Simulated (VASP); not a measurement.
# CuO (F-43m) in VASP: a series of runs, part 2 of 3

VASP 6.6.1. Earlier steps stand in the parts before.

### 3 Single point, BLYP

This run uses another cell than the first one, of 12.60 Å³/atom, 0.980 times its volume.

Contents of INCAR:

```
PREC = Accurate
ENCUT = 520
EDIFF = 1E-6
ISMEAR = -1
SIGMA = 0.05
LREAL = F
LASPH = T
NELM = 60
ALGO = Normal
ISIF = 2
LWAVE = F
LCHARG = T
GGA = B5
ALDAX = 1.0
AGGAX = 1.0
AGGAC = 1.0
ALDAC = 0.0
LELF = T
LVHAR = T
NBANDS = 16
```

Contents of KPOINTS:

```
regular mesh
0
Gamma
  10 10 10
```

Contents of POSCAR:

```
CuO
1.0
    0.0000000000      2.3272527300      2.3272527300
    2.3272527300      0.0000000000      2.3272527300
    2.3272527300      2.3272527300      0.0000000000
Cu O
1 1
Direct
    0.0000000000      0.0000000000      0.0000000000
    0.2500000000      0.2500000000      0.2500000000
```

Potentials or basis: VASP PAW PBE potentials, release 64 (Cu, O).

Started as:

```bash
cat potpaw_PBE.64/Cu/POTCAR potpaw_PBE.64/O/POTCAR > POTCAR
mpirun -np 1 vasp_std > vasp.out
```

OUTCAR:

```text
PREC = Accurate
   ENCUT = 520
   EDIFF = 1E-6
   ISMEAR = -1
   LREAL = F
   LASPH = T
   NELM = 60
   ISIF = 2
   GGA = B5

 ion  position               nearest neighbor table
   1  0.000  0.000  0.000-   2 2.02   2 2.02   2 2.02   2 2.02
   2  0.250  0.250  0.250-   1 2.02   1 2.02   1 2.02   1 2.02

  LATTYP: Found a face centered cubic cell.
 ALAT       =     4.6545054600

  Lattice vectors:

 A1 = (   0.0000000000,   2.3272527300,   2.3272527300)
 A2 = (   2.3272527300,   0.0000000000,   2.3272527300)
 A3 = (   2.3272527300,   2.3272527300,   0.0000000000)

Analysis of symmetry for initial positions (statically):
=====================================================================
 Subroutine PRICEL returns:
 Original cell was already a primitive cell.

 Routine SETGRP: Setting up the symmetry group for a
 face centered cubic supercell.

 Subroutine GETGRP returns: Found 24 space group operations
 (whereof 24 operations were pure point group operations)
 out of a pool of 48 trial point group operations.

The static configuration has the point symmetry T_d .

Analysis of symmetry for dynamics (positions and initial velocities):
=====================================================================
 Subroutine PRICEL returns:
 Original cell was already a primitive cell.

 Routine SETGRP: Setting up the symmetry group for a
 face centered cubic supercell.

 Subroutine GETGRP returns: Found 24 space group operations
 (whereof 24 operations were pure point group operations)
 out of a pool of 48 trial point group operations.

The dynamic configuration has the point symmetry T_d .

 Subroutine INISYM returns: Found 24 space group operations
 (whereof 24 operations are pure point group operations),
 and found     1 'primitive' translations

----------------------------------------------------------------------------------------

                                     Primitive cell

  volume of cell :      25.2093

  direct lattice vectors                    reciprocal lattice vectors
     0.000000000  2.327252730  2.327252730    -0.214845596  0.214845596  0.214845596
     2.327252730  0.000000000  2.327252730     0.214845596 -0.214845596  0.214845596
     2.327252730  2.327252730  0.000000000     0.214845596  0.214845596 -0.214845596

  length of vectors
     3.291232374  3.291232374  3.291232374     0.372123488  0.372123488  0.372123488

  position of ions in fractional coordinates (direct lattice)
     0.000000000  0.000000000  0.000000000
     0.250000000  0.250000000  0.250000000

  ion indices of the primitive-cell ions
   primitive index   ion index
                 1           1
                 2           2

----------------------------------------------------------------------------------------

 KPOINTS: regular mesh

Automatic generation of k-mesh.
 Grid dimensions read from file:
 generate k-points for:   10   10   10

 Generating k-lattice:

  Cartesian coordinates                     Fractional coordinates (reciprocal lattice)
    -0.021484560  0.021484560  0.021484560     0.100000000  0.000000000  0.000000000
     0.021484560 -0.021484560  0.021484560     0.000000000  0.100000000  0.000000000
     0.021484560  0.021484560 -0.021484560     0.000000000  0.000000000  0.100000000

  Length of vectors
     0.037212349  0.037212349  0.037212349

  Shift w.r.t. Gamma in fractional coordinates (k-lattice)
     0.000000000  0.000000000  0.000000000

 Subroutine IBZKPT returns following result:
 ===========================================

 Found     47 irreducible k-points:

 Following reciprocal coordinates:
            Coordinates               Weight
  0.000000  0.000000  0.000000      1.000000
  0.100000  0.000000  0.000000      8.000000
  0.200000  0.000000  0.000000      8.000000
  0.300000  0.000000  0.000000      8.000000
  0.400000  0.000000  0.000000      8.000000
  0.500000  0.000000  0.000000      4.000000
[... 16 lines left out ...]
  0.300000  0.300000  0.000000      6.000000
  0.400000  0.300000  0.000000     24.000000
 [... further k-points ...]
   k-points           NKPTS =     47   k-points in BZ     NKDIM =     47   number of bands    NBANDS=     16
   number of dos      NEDOS =    301   number of ions     NIONS =      2
   total plane-waves  NPLWV =  13824
   dimension x,y,z NGX =    24 NGY =   24 NGZ =   24
   dimension x,y,z NGXF=    48 NGYF=   48 NGZF=   48
   ions per type =               1   1
   NGX,Y,Z   is equivalent  to a cutoff of  12.12, 12.12, 12.12 a.u.
   NGXF,Y,Z  is equivalent  to a cutoff of  24.25, 24.25, 24.25 a.u.
 SYSTEM =  unknown system
   PREC   = accura    normal or accurate (medium, high low for compatibility)
   ISTART =      0    job   : 0-new  1-cont  2-samecut
   ICHARG =      2    charge: 1-file 2-atom 10-const
   ISPIN  =      1    spin polarized calculation?
   LNONCOLLINEAR =      F non collinear calculations
   LSORBIT =      F    spin-orbit coupling
   LASPH  =      T    aspherical Exc in radial PAW
   ENCUT  =  520.0 eV  38.22 Ry    6.18 a.u.   6.12  6.12  6.12*2*pi/ulx,y,z
   NELM   =     60;   NELMIN=  2; NELMDL= -5     # of ELM steps
   EDIFF  = 0.1E-05   stopping-criterion for ELM
   LREAL  =      F    real-space projection
   EDIFFG = 0.1E-04   stopping-criterion for IOM
   NSW    =      0    number of steps for IOM
   IBRION =     -1    ionic relax: 0-MD 1-quasi-New 2-CG
   NFREE  =      0    steps in history (QN), initial steepest desc. (CG)
   ISIF   =      2    stress and relaxation
   ISYM   =      2    0-nonsym 1-usesym 2-fastsym
   POTIM  = 0.5000    time-step for ionic-motion
   TEBEG  =    0.0;   TEEND  =   0.0 temperature during run
   PSTRESS=    0.0 pullay stress
   NELECT =      17.0000    total number of electrons
   NUPDOWN=      -1.0000    fix difference up-down
   EMIN   =  10.00;   EMAX   =-10.00  energy-range for DOS
   EFERMI =   0.00;   METHOD = LEGACY
   ISMEAR =    -1;   SIGMA  =   0.05  broadening in eV -4-tet -1-fermi 0-gaus
   EFERMI_NEDOS =   21; number of points for ismear=-14 and -15
   IALGO  =     38    algorithm
   IMIX   =      4    mixing-type and parameters
     AMIX     =   0.40;   BMIX     =  1.00
     AMIX_MAG =   1.60;   BMIX_MAG =  1.00
  volume/ion in A,a.u.               =      12.60        85.06
  Fermi-wavevector in a.u.,A,eV,Ry     =   1.435614  2.712916 28.041426  2.060987
  Thomas-Fermi vector in A             =   2.554893
   LORBIT       =      0    0 simple, 1 ext, 2 COOP (PROOUT), +10 PAW based schemes
   GGA     = B5    functional components
   LHFCALC =     F    Hartree Fock is set to
   AEXX    =    0.0000 exact exchange contribution
   IVDW    =     0    specifies the selected vdW correction
   LEPSILON=     F    determine dielectric tensor
   LRPA    =     F    only Hartree local field effects (RPA)
 non-spin polarized calculation
  energy-cutoff  :      520.00
  volume of cell :       25.21
 maximum number of plane-waves:       700
   NGX = 13   NGY = 13   NGZ = 13

 number of electron      16.9999985 magnetization

 Free energy of the ion-electron system (eV)
  ---------------------------------------------------
  ext. energy  EPLUGINS =         0.00000000
  ---------------------------------------------------
  free energy    TOTEN  =        -8.87070863 eV

  energy without entropy =       -8.84703599  energy(sigma->0) =       -8.85887231

 E-fermi :   3.3405     XC(G=0): -10.1048

 val. band max:        3.3393435608   @ k =   0.3000   0.2000   0.0000
 cond. band min:       3.3653444819   @ k =  -0.4000   0.1000   0.0000
 fundamental gap:      0.0260009211
 Fermi energy:         3.3405203872

 k-point     1 :       0.0000    0.0000    0.0000
  band No.  band energies     occupation
      1     -14.7973      2.00000
      2      -0.9893      2.00000
      3      -0.9893      2.00000
      4      -0.9893      2.00000
      5       1.4832      2.00000
      6       1.4832      2.00000
[... 8 lines left out ...]
     15      23.9789      0.00000
     16      23.9789      0.00000

 k-point     2 :       0.1000    0.0000    0.0000
  band No.  band energies     occupation
      1     -14.7488      2.00000
      2      -1.1260      2.00000
      3      -0.9619      2.00000
      4      -0.9619      2.00000
      5       1.4755      2.00000
      6       1.4755      2.00000
[... 8 lines left out ...]
     15      23.2161      0.00000
     16      23.2161      0.00000
[... 387 lines left out ...]
      5       1.2509      2.00000
      6       1.6077      2.00000
[... 8 lines left out ...]
     15      25.9191      0.00000
     16      27.3971      0.00000

 k-point    24 :       0.4000    0.3000    0.0000
  band No.  band energies     occupation
      1     -14.2367      2.00000
      2      -1.9071      2.00000
      3      -0.5802      2.00000
      4      -0.5385      2.00000
      5       1.2758      2.00000
      6       1.6308      2.00000
[... 8 lines left out ...]
     15      25.6978      0.00000
     16      27.5048      0.00000

 [... further k-points ...]
[... 5 lines left out ...]
  --------------------------------------------------------------------------------------
  -------------------------------------------------------------------------------------
  Total       -0.7643212     -0.7643212     -0.7643212     -0.0000000      0.0000000      0.0000000
  in kB      -48.5764585    -48.5764585    -48.5764585     -0.0000000      0.0000000      0.0000000
  external PRESSURE =     -48.5764585 kB  Pullay stress =       0.0000000 kB

 VOLUME and BASIS-vectors are now :
 -----------------------------------------------------------------------------
  energy-cutoff  :      520.00
  volume of cell :       25.21
      direct lattice vectors                 reciprocal lattice vectors
     0.000000000  2.327252730  2.327252730    -0.214845596  0.214845596  0.214845596
     2.327252730  0.000000000  2.327252730     0.214845596 -0.214845596  0.214845596
     2.327252730  2.327252730  0.000000000     0.214845596  0.214845596 -0.214845596

 POSITION                                       TOTAL-FORCE (eV/Angst)
 -----------------------------------------------------------------------------------
      0.00000      0.00000      0.00000        -0.000000     -0.000000     -0.000000
      1.16363      1.16363      1.16363         0.000000      0.000000      0.000000
 -----------------------------------------------------------------------------------
    total drift:                                0.000001      0.000001      0.000001

  FREE ENERGIE OF THE ION-ELECTRON SYSTEM (eV)
  ---------------------------------------------------
  free  energy   TOTEN  =        -8.8707086262 eV

  energy  without entropy=       -8.8470359924  energy(sigma->0) =       -8.85887231
```

stdout:

```text
POSCAR found type information on POSCAR CuO
 POSCAR found :  2 types and       2 ions
 scaLAPACK will be used
 -----------------------------------------------------------------------------
|                                                                             |
|                                                                             |
|     You enforced a specific xc type in the INCAR file but a different       |
|     I HOPE YOU KNOW WHAT YOU ARE DOING!                                     |
|                                                                             |
 -----------------------------------------------------------------------------

 LDA part: xc-table for (Slater(with rela. corr.)+VWN5), standard interpolation
 POSCAR, INCAR and KPOINTS ok, starting setup
 FFT: planning ... GRIDC
 FFT: planning ... GRID_SOFT
 FFT: planning ... GRID
 WAVECAR not read
 entering main loop
```

Wall time 53 s (1 thread of AMD EPYC, shared host); peak memory 0.11 GiB.

What came out:

```yaml
Free_energy: -8.8707 eV
Pressure: -4.9 GPa
```

Caveat: the PAW data sets were made with another functional, which shifts forces and pressure a little; an odd number of electrons without spin polarisation forces a metal; a magnetic or distorted state may lie lower; semilocal functionals often make such compounds metallic where correlation or magnetic order opens a gap, which also shifts bond lengths.

### 4 Single point, BLYP

Contents of INCAR:

```
AGGAC = 1.0
AGGAX = 1.0
ALDAC = 0.0
ALDAX = 1.0
ALGO = Normal
EDIFF = 1E-7
ENCUT = 520
GGA = B5
ISIF = 2
ISMEAR = -1
LASPH = T
LCHARG = F
LREAL = F
LWAVE = F
NBANDS = 16
NELM = 100
PREC = Accurate
SIGMA = 0.05
```

Contents of KPOINTS:

```
k-points
0
Gamma
  10 10 10
```

Contents of POSCAR:

```
CuO
1.0
    0.0000000000      2.3426654489      2.3426654489
    2.3426654489      0.0000000000      2.3426654489
    2.3426654489      2.3426654489      0.0000000000
Cu O
1 1
Direct
    0.0000000000      0.0000000000      0.0000000000
    0.2500000000      0.2500000000      0.2500000000
```

Started as:

```bash
cat potpaw_PBE.64/Cu/POTCAR potpaw_PBE.64/O/POTCAR > POTCAR
mpirun -np 1 vasp_std > vasp.out
```

Run time: 81 s. Hardware: 1 thread of AMD EPYC, shared host; peak memory 0.13 GiB.

Results (log left out):

| Property | Result |
| --- | --- |
| Free energy | -8.8534 eV |
| Pressure | -6.6 GPa |

Levels at points of the mesh, in eV from the Fermi level:
```
           k point  band 6  band 7  band 8  band 9  band 10  band 11  band 12  band 13
(0.00, 0.00, 0.00)   -1.81    0.70    0.70    0.70     1.06    13.77    13.77    13.77
(0.50, 0.00, 0.00)   -1.72   -1.63    0.00    0.00     5.85     7.76    13.49    13.49
(0.50, 0.50, 0.00)   -1.63   -1.27   -0.99   -0.99     6.02     8.98    11.63    14.03
```

Caveat: the PAW data sets were made with another functional, which shifts forces and pressure a little; an odd number of electrons without spin polarisation forces a metal; a magnetic or distorted state may lie lower; semilocal functionals often make such compounds metallic where correlation or magnetic order opens a gap, which also shifts bond lengths. With open d or f shells a metallic result of BLYP can be an artefact of self-interaction; +U or a hybrid may open a gap.

(Continued in part 3 of 3.)
